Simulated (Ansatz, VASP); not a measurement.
## One calculation of Al3Pd, two programs

```
Al Pd
1.0
     3.94691    0.00000    0.00000
     0.00000    3.94691    0.00000
     0.00000    0.00000    3.94691
Al Pd
3 1
Direct
  0.00000 0.50000 0.50000
  0.50000 0.00000 0.50000
  0.50000 0.50000 0.00000
  0.00000 0.00000 0.00000
```

Alike in both runs: task single point; functional PBE; k mesh 6 × 6 × 6; occupations gaussian, width 0.1 eV; no spin polarisation.

|  | VASP | Ansatz |
| --- | --- | --- |
| version | VASP 6.6.1 | Ansatz 0.2.0 |
| potentials or method | VASP PAW PBE potentials, release 64 (Al, Pd), cutoff 520 eV | scalar-relativistic, plane waves, PAW |
| valence electrons in the cell | 19 | 27 |

```tsv
	VASP	Ansatz	Ansatz less VASP
gap on the k mesh at the Fermi level (eV)	none	none	-
pressure (GPa)	1.3	1.2	-0.04
```

A gap of «none» marks a metal or a gap that the smearing closes. The functional is the same, so the differences come from potentials, cutoffs and numerics. VASP's potentials hold 19 valence electrons a cell and Ansatz's 27, so a difference there can come from the potentials and not from the codes.
